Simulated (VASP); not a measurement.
# Co2IrN3 (P6_3/mmc) in VASP: notebook

The runs below take Co2IrN3 through single point, relaxation of cell and atoms, with PBE.

Everything below comes from runs of VASP 6.6.1. Logs are shortened: lines on timing, memory, paths and dates and some standing lists are left out, and cuts for length are marked.

### Step 1. The cell of the first run

The structure is hexagonal, space group P6_3/mmc (No. 194). The conventional cell has a = 2.751 Å, b = 2.751 Å, c = 16.605 Å, α = 90.00°, β = 90.00°, γ = 120.00°. Co (site symmetry 3m) has 6 N at 1.89 to 2.03 Å within 2.5 Å. Ir (site symmetry -6m2) has 6 N at 2.45 Å and 6 Ir at 2.75 Å and 6 Co at 3.29 Å within 3.3 Å. N (site symmetry -3m) has 6 Co at 2.03 Å and 12 N at 2.75 to 2.79 Å within 2.8 Å. N (site symmetry 3m) has 3 Co at 1.89 Å and 3 Ir at 2.45 Å within 2.5 Å.

### Step 2. Single point, PBE

Contents of INCAR:

```
SYSTEM = Co2IrN3
PREC = Accurate
ENCUT = 520
EDIFF = 1E-6
ISMEAR = 0
SIGMA = 0.1
LREAL = .False.
LASPH = .True.
NELM = 80
ALGO = Normal
ISIF = 2
LWAVE = .False.
LCHARG = .True.
GGA = PE
LELF = .True.
LVHAR = .True.
NBANDS = 54
```

Contents of KPOINTS:

```
Automatic mesh
0
Gamma
  6 6 1
  0 0 0
```

Contents of POSCAR:

```
Co2IrN3
1.0
    2.7511264731      0.0000000000      0.0000000000
   -1.3755632366      2.3825454147      0.0000000000
    0.0000000000      0.0000000000     16.6048133045
Co Ir N
4 2 6
Direct
    0.3333333333      0.6666666667      0.9235622041
    0.6666666667      0.3333333333      0.4235622041
    0.6666666667      0.3333333333      0.0764377959
    0.3333333333      0.6666666667      0.5764377959
    0.0000000000      0.0000000000      0.2500000000
    0.0000000000      0.0000000000      0.7500000000
    0.0000000000      0.0000000000      0.5000000000
    0.0000000000      0.0000000000      0.0000000000
    0.3333333333      0.6666666667      0.3621578218
    0.6666666667      0.3333333333      0.8621578218
    0.6666666667      0.3333333333      0.6378421782
    0.3333333333      0.6666666667      0.1378421782
```

Potentials or basis: VASP PAW PBE potentials, release 64 (Co, Ir, N).

Command:

```
$ cat potpaw_PBE.64/Co/POTCAR potpaw_PBE.64/Ir/POTCAR potpaw_PBE.64/N/POTCAR > POTCAR
$ mpirun -np 1 vasp_std > vasp.out
```

OUTCAR:

```text
SYSTEM = Co2IrN3
   PREC = Accurate
   ENCUT = 520
   EDIFF = 1E-6
   ISMEAR = 0
   LREAL = .False.
   LASPH = .True.
   NELM = 80
   ISIF = 2
   GGA = PE

 ion  position               nearest neighbor table
   1  0.333  0.667  0.924-  10 1.89  10 1.89  10 1.89   8 2.03   8 2.03   8 2.03   3 2.99   3 2.99
                             3 2.99
   2  0.667  0.333  0.424-   9 1.89   9 1.89   9 1.89   7 2.03   7 2.03   7 2.03   4 2.99   4 2.99
                             4 2.99
   3  0.667  0.333  0.076-  12 1.89  12 1.89  12 1.89   8 2.03   8 2.03   8 2.03   1 2.99   1 2.99
                             1 2.99
   4  0.333  0.667  0.576-  11 1.89  11 1.89  11 1.89   7 2.03   7 2.03   7 2.03   2 2.99   2 2.99
                             2 2.99
   5  0.000  0.000  0.250-   9 2.45  12 2.45   9 2.45  12 2.45   9 2.45  12 2.45
   6  0.000  0.000  0.750-  10 2.45  11 2.45  10 2.45  11 2.45  10 2.45  11 2.45
   7  0.000  0.000  0.500-   2 2.03   4 2.03   2 2.03   4 2.03   2 2.03   4 2.03
   8  0.000  0.000  0.000-   1 2.03   3 2.03   3 2.03   1 2.03   3 2.03   1 2.03
   9  0.333  0.667  0.362-   2 1.89   2 1.89   2 1.89   5 2.45   5 2.45   5 2.45
  10  0.667  0.333  0.862-   1 1.89   1 1.89   1 1.89   6 2.45   6 2.45   6 2.45
  11  0.667  0.333  0.638-   4 1.89   4 1.89   4 1.89   6 2.45   6 2.45   6 2.45
  12  0.333  0.667  0.138-   3 1.89   3 1.89   3 1.89   5 2.45   5 2.45   5 2.45

  LATTYP: Found a hexagonal cell.
 ALAT       =     2.7511264731
 C/A-ratio  =     6.0356415697

  Lattice vectors:

 A1 = (   2.7511264731,   0.0000000000,   0.0000000000)
 A2 = (  -1.3755632366,   2.3825454147,   0.0000000000)
 A3 = (   0.0000000000,   0.0000000000,  16.6048133045)

Analysis of symmetry for initial positions (statically):
=====================================================================
 Subroutine PRICEL returns:
 Original cell was already a primitive cell.

 Routine SETGRP: Setting up the symmetry group for a
 hexagonal supercell.

 Subroutine GETGRP returns: Found 24 space group operations
 (whereof 12 operations were pure point group operations)
 out of a pool of 24 trial point group operations.

The static configuration has the point symmetry D_3d.
 The point group associated with its full space group is D_6h.

Analysis of symmetry for dynamics (positions and initial velocities):
=====================================================================
 Subroutine PRICEL returns:
 Original cell was already a primitive cell.

 Routine SETGRP: Setting up the symmetry group for a
 hexagonal supercell.

 Subroutine GETGRP returns: Found 24 space group operations
 (whereof 12 operations were pure point group operations)
 out of a pool of 24 trial point group operations.

The dynamic configuration has the point symmetry D_3d.
 The point group associated with its full space group is D_6h.

 Subroutine INISYM returns: Found 24 space group operations
 (whereof 12 operations are pure point group operations),
 and found     1 'primitive' translations

----------------------------------------------------------------------------------------

                                     Primitive cell

  volume of cell :     108.8393

  direct lattice vectors                    reciprocal lattice vectors
     2.751126473  0.000000000  0.000000000     0.363487470  0.209859588  0.000000000
    -1.375563237  2.382545415  0.000000000     0.000000000  0.419719177  0.000000000
     0.000000000  0.000000000 16.604813304     0.000000000  0.000000000  0.060223502

  length of vectors
     2.751126473  2.751126473 16.604813304     0.419719177  0.419719177  0.060223502

  position of ions in fractional coordinates (direct lattice)
     0.333333333  0.666666667  0.923562204
     0.666666667  0.333333333  0.423562204
     0.666666667  0.333333333  0.076437796
     0.333333333  0.666666667  0.576437796
     0.000000000  0.000000000  0.250000000
     0.000000000  0.000000000  0.750000000
     0.000000000  0.000000000  0.500000000
     0.000000000  0.000000000  0.000000000
     0.333333333  0.666666667  0.362157822
     0.666666667  0.333333333  0.862157822
     0.666666667  0.333333333  0.637842178
     0.333333333  0.666666667  0.137842178

  ion indices of the primitive-cell ions
   primitive index   ion index
                 1           1
                 2           2
                 3           3
                 4           4
                 5           5
                 6           6
                 7           7
                 8           8
                 9           9
                10          10
                11          11
                12          12

----------------------------------------------------------------------------------------

 KPOINTS: Automatic mesh

Automatic generation of k-mesh.
 Grid dimensions read from file:
 generate k-points for:    6    6    1

 Generating k-lattice:

  Cartesian coordinates                     Fractional coordinates (reciprocal lattice)
     0.060581245  0.034976598  0.000000000     0.166666667  0.000000000  0.000000000
     0.000000000  0.069953196  0.000000000     0.000000000  0.166666667  0.000000000
     0.000000000  0.000000000  0.060223502     0.000000000  0.000000000  1.000000000

  Length of vectors
     0.069953196  0.069953196  0.060223502

  Shift w.r.t. Gamma in fractional coordinates (k-lattice)
     0.000000000  0.000000000  0.000000000

 Subroutine IBZKPT returns following result:
 ===========================================

 Found      7 irreducible k-points:

 Following reciprocal coordinates:
            Coordinates               Weight
  0.000000  0.000000  0.000000      1.000000
  0.166667  0.000000  0.000000      6.000000
  0.333333 -0.000000  0.000000      6.000000
  0.500000  0.000000  0.000000      3.000000
  0.166667  0.166667  0.000000      6.000000
  0.333333  0.166667  0.000000     12.000000
  0.333333  0.333333  0.000000      2.000000
   k-points           NKPTS =      7   k-points in BZ     NKDIM =      7   number of bands    NBANDS=     54
   number of dos      NEDOS =    301   number of ions     NIONS =     12
   total plane-waves  NPLWV =  50400
   dimension x,y,z NGX =    20 NGY =   20 NGZ =  126
   dimension x,y,z NGXF=    40 NGYF=   40 NGZF=  252
   ions per type =               4   2   6
   NGX,Y,Z   is equivalent  to a cutoff of  12.09, 12.09, 12.62 a.u.
   NGXF,Y,Z  is equivalent  to a cutoff of  24.17, 24.17, 25.23 a.u.
 SYSTEM =  Co2IrN3
   PREC   = accura    normal or accurate (medium, high low for compatibility)
   ISTART =      0    job   : 0-new  1-cont  2-samecut
   ICHARG =      2    charge: 1-file 2-atom 10-const
   ISPIN  =      1    spin polarized calculation?
   LNONCOLLINEAR =      F non collinear calculations
   LSORBIT =      F    spin-orbit coupling
   LASPH  =      T    aspherical Exc in radial PAW
   ENCUT  =  520.0 eV  38.22 Ry    6.18 a.u.   5.12  5.12 30.87*2*pi/ulx,y,z
   NELM   =     80;   NELMIN=  2; NELMDL= -5     # of ELM steps
   EDIFF  = 0.1E-05   stopping-criterion for ELM
   LREAL  =      F    real-space projection
   EDIFFG = 0.1E-04   stopping-criterion for IOM
   NSW    =      0    number of steps for IOM
   IBRION =     -1    ionic relax: 0-MD 1-quasi-New 2-CG
   NFREE  =      0    steps in history (QN), initial steepest desc. (CG)
   ISIF   =      2    stress and relaxation
   ISYM   =      2    0-nonsym 1-usesym 2-fastsym
   POTIM  = 0.5000    time-step for ionic-motion
   TEBEG  =    0.0;   TEEND  =   0.0 temperature during run
   PSTRESS=    0.0 pullay stress
   NELECT =      84.0000    total number of electrons
   NUPDOWN=      -1.0000    fix difference up-down
   EMIN   =  10.00;   EMAX   =-10.00  energy-range for DOS
   EFERMI =   0.00;   METHOD = LEGACY
   ISMEAR =     0;   SIGMA  =   0.10  broadening in eV -4-tet -1-fermi 0-gaus
   EFERMI_NEDOS =   21; number of points for ismear=-14 and -15
   IALGO  =     38    algorithm
   IMIX   =      4    mixing-type and parameters
     AMIX     =   0.40;   BMIX     =  1.00
     AMIX_MAG =   1.60;   BMIX_MAG =  1.00
  volume/ion in A,a.u.               =       9.07        61.21
  Fermi-wavevector in a.u.,A,eV,Ry     =   1.501664  2.837733 30.681054  2.254994
  Thomas-Fermi vector in A             =   2.613005
   LORBIT       =      0    0 simple, 1 ext, 2 COOP (PROOUT), +10 PAW based schemes
   GGA     = PE    functional components
   LHFCALC =     F    Hartree Fock is set to
   AEXX    =    0.0000 exact exchange contribution
   IVDW    =     0    specifies the selected vdW correction
   LEPSILON=     F    determine dielectric tensor
   LRPA    =     F    only Hartree local field effects (RPA)
 non-spin polarized calculation
 Gauss-broadening in eV      SIGMA  =   0.10
  energy-cutoff  :      520.00
  volume of cell :      108.84
 maximum number of plane-waves:      2945
   NGX = 11   NGY = 11   NGZ = 61

 number of electron      84.0000012 magnetization

 Free energy of the ion-electron system (eV)
  ---------------------------------------------------
  ext. energy  EPLUGINS =         0.00000000
  ---------------------------------------------------
  free energy    TOTEN  =       -85.57568004 eV

  energy without entropy =      -85.53305117  energy(sigma->0) =      -85.55436561

 E-fermi :   9.2504     XC(G=0): -13.4606

 val. band max:        9.2282790428   @ k =   0.5000   0.0000   0.0000
 cond. band min:       9.3539970079   @ k =   0.3333   0.3333   0.0000
 fundamental gap:      0.1257179651
 Fermi energy:         9.2503995747

 k-point     1 :       0.0000    0.0000    0.0000
  band No.  band energies     occupation
      1      -8.2091      2.00000
      2      -8.0691      2.00000
      3      -7.3904      2.00000
      4      -7.0181      2.00000
      5      -6.0404      2.00000
      6      -5.7307      2.00000
[... 46 lines left out ...]
     53      12.6505      0.00000
     54      12.6601      0.00000

 k-point     2 :       0.1667    0.0000    0.0000
  band No.  band energies     occupation
      1      -7.6909      2.00000
      2      -7.5755      2.00000
      3      -6.9573      2.00000
      4      -6.6668      2.00000
      5      -5.7965      2.00000
      6      -5.5813      2.00000
[... 46 lines left out ...]
     53      12.3854      0.00000
     54      12.5667      0.00000

 k-point     3 :       0.3333   -0.0000    0.0000
  band No.  band energies     occupation
      1      -6.3858      2.00000
      2      -6.3422      2.00000
      3      -5.9530      2.00000
      4      -5.8662      2.00000
      5      -5.3088      2.00000
      6      -5.2643      2.00000
[... 46 lines left out ...]
     53      12.3378      0.00000
     54      12.6380      0.00000

 k-point     4 :       0.5000    0.0000    0.0000
  band No.  band energies     occupation
      1      -5.4298      2.00000
      2      -5.4105      2.00000
      3      -5.3806      2.00000
      4      -5.3574      2.00000
      5      -5.1436      2.00000
      6      -5.1415      2.00000
[... 46 lines left out ...]
     53      12.7634      0.00000
     54      12.9038      0.00000

 k-point     5 :       0.1667    0.1667    0.0000
  band No.  band energies     occupation
      1      -6.7701      2.00000
      2      -6.7023      2.00000
      3      -6.2310      2.00000
      4      -6.0837      2.00000
      5      -5.4274      2.00000
      6      -5.3420      2.00000
[... 46 lines left out ...]
     53      11.7472      0.00000
     54      12.2646      0.00000

 k-point     6 :       0.3333    0.1667    0.0000
  band No.  band energies     occupation
      1      -5.5434      2.00000
      2      -5.5215      2.00000
      3      -5.4064      2.00000
      4      -5.3722      2.00000
      5      -5.0867      2.00000
      6      -5.0745      2.00000
[... 46 lines left out ...]
     53      12.4121      0.00000
     54      12.7745      0.00000

 k-point     7 :       0.3333    0.3333    0.0000
  band No.  band energies     occupation
      1      -5.1662      2.00000
      2      -5.1662      2.00000
      3      -5.0780      2.00000
      4      -5.0780      2.00000
      5      -4.9071      2.00000
      6      -4.9069      2.00000
[... 46 lines left out ...]
     53      11.9477      0.00000
     54      12.0937      0.00000

------------------------ aborting loop because EDIFF is reached ----------------------------------------

  FORCE on cell =-STRESS in cart. coord.  units (eV):
  Direction    XX          YY          ZZ          XY          YZ          ZX
  --------------------------------------------------------------------------------------
  -------------------------------------------------------------------------------------
  Total        0.1758697      0.1758697     -0.1666619     -0.0000000      0.0000000     -0.0000000
  in kB        2.5889038      2.5889038     -2.4533594     -0.0000000      0.0000000     -0.0000000
  external PRESSURE =       0.9081494 kB  Pullay stress =       0.0000000 kB

 VOLUME and BASIS-vectors are now :
 -----------------------------------------------------------------------------
  energy-cutoff  :      520.00
  volume of cell :      108.84
      direct lattice vectors                 reciprocal lattice vectors
     2.751126473  0.000000000  0.000000000     0.363487470  0.209859588  0.000000000
    -1.375563237  2.382545415  0.000000000     0.000000000  0.419719177  0.000000000
     0.000000000  0.000000000 16.604813304     0.000000000  0.000000000  0.060223502

 POSITION                                       TOTAL-FORCE (eV/Angst)
 -----------------------------------------------------------------------------------
     -0.00000      1.58836     15.33558         0.000000     -0.000000      0.049106
      1.37556      0.79418      7.03317        -0.000000      0.000000      0.049106
      1.37556      0.79418      1.26924        -0.000000      0.000000     -0.049106
     -0.00000      1.58836      9.57164        -0.000000     -0.000000     -0.049106
      0.00000      0.00000      4.15120        -0.000000      0.000000     -0.000000
      0.00000      0.00000     12.45361        -0.000000     -0.000000     -0.000000
      0.00000      0.00000      8.30241        -0.000000      0.000000     -0.000000
      0.00000      0.00000      0.00000        -0.000000      0.000000     -0.000000
     -0.00000      1.58836      6.01356         0.000000      0.000000     -0.058683
      1.37556      0.79418     14.31597         0.000000     -0.000000     -0.058683
      1.37556      0.79418     10.59125         0.000000     -0.000000      0.058683
     -0.00000      1.58836      2.28884        -0.000000      0.000000      0.058683
 -----------------------------------------------------------------------------------
    total drift:                                0.000000      0.000000      0.000000

  FREE ENERGIE OF THE ION-ELECTRON SYSTEM (eV)
  ---------------------------------------------------
  free  energy   TOTEN  =       -85.5756800411 eV

  energy  without entropy=      -85.5330511691  energy(sigma->0) =      -85.55436561
```

Wall time 58 s (1 thread of Intel Xeon 6975P-C (Granite Rapids), shared host); peak memory 0.23 GiB.

Results:

| Item | Value |
| --- | --- |
| Free energy | -85.5757 eV |
| Pressure | 0.1 GPa |
| Largest force | 0.059 eV/Å |
| Band gap on the k mesh | zero (bands 42 and 43 overlap by 0.24 eV) |

Forces on the atoms (eV/Å):
```
Co   0.000  0.000  0.049
Co   0.000  0.000  0.049
Co   0.000  0.000 -0.049
Co   0.000  0.000 -0.049
Ir   0.000  0.000  0.000
Ir   0.000  0.000  0.000
N    0.000  0.000  0.000
N    0.000  0.000  0.000
N    0.000  0.000 -0.059
N    0.000  0.000 -0.059
N    0.000  0.000  0.059
N    0.000  0.000  0.059
```

Levels at points of the mesh, in eV from the Fermi level:
```csv
k point,band 38,band 39,band 40,band 41,band 42,band 43,band 44,band 45,band 46,band 47
"(0.00, 0.00, 0.00)",-0.63,-0.63,-0.53,-0.53,-0.36,-0.14,-0.14,0.26,0.26,2.15
"(0.50, 0.00, 0.00)",-0.35,-0.27,-0.20,-0.15,-0.02,0.79,0.83,1.08,1.13,1.33
```

Caveat: the k points lie up to 0.44 Å⁻¹ apart; spin-orbit coupling is left out, which moves the levels of the heavy elements; the run has no spin polarisation, though such a crystal can be magnetic. Spin polarisation is off, so any magnetic state and its effect on volume and gap are missing.

(Continued in part 2 of 2.)
